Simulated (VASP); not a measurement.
Wanted: the native input for a VASP 6.6.1 run.

- Task: single point
- Functional: PBE
- Potentials or basis: VASP PAW PBE potentials, release 64 (Zr_sv, B)
- Cutoff: 520 eV
- k mesh: 10 × 10 × 10
- Occupations: fermi-dirac, width 0.05 eV
- Spin: no spin polarisation
- Dipole correction: no
- Further INCAR settings: ALGO = Normal; EDIFF = 1e-06; NBANDS = 14

The structure of ZrB lies in POSCAR:

```
ZrB
1.0
    0.0000000000      2.3555956139      2.3555956139
    2.3555956139      0.0000000000      2.3555956139
    2.3555956139      2.3555956139      0.0000000000
Zr B
1 1
Direct
    0.0000000000      0.0000000000      0.0000000000
    0.5000000000      0.5000000000      0.5000000000
```

The input as run:

INCAR

```
SYSTEM = ZrB
ALGO = Normal
EDIFF = 1E-6
ENCUT = 520
GGA = PE
ISIF = 2
ISMEAR = -1
LASPH = .TRUE.
LCHARG = .FALSE.
LREAL = .FALSE.
LWAVE = .FALSE.
NBANDS = 14
NELM = 80
PREC = Accurate
SIGMA = 0.05
```

KPOINTS

```
k-points
0
G
  10 10 10
  0 0 0
```

Potentials or basis: VASP PAW PBE potentials, release 64 (Zr_sv, B).

Run with:

```bash
$ cat potpaw_PBE.64/Zr_sv/POTCAR potpaw_PBE.64/B/POTCAR > POTCAR
$ mpirun -np 1 vasp_std > vasp.out
```

Results of the run:

The pressure is 24.3 GPa and the band gap on the k mesh is zero (an odd number of electrons rules out a gap without spin polarisation).

Caveat: the cell stands under pressure.

Run time: 34 s on 1 thread of Intel Xeon 8259CL (shared host), peak memory 0.17 GiB.
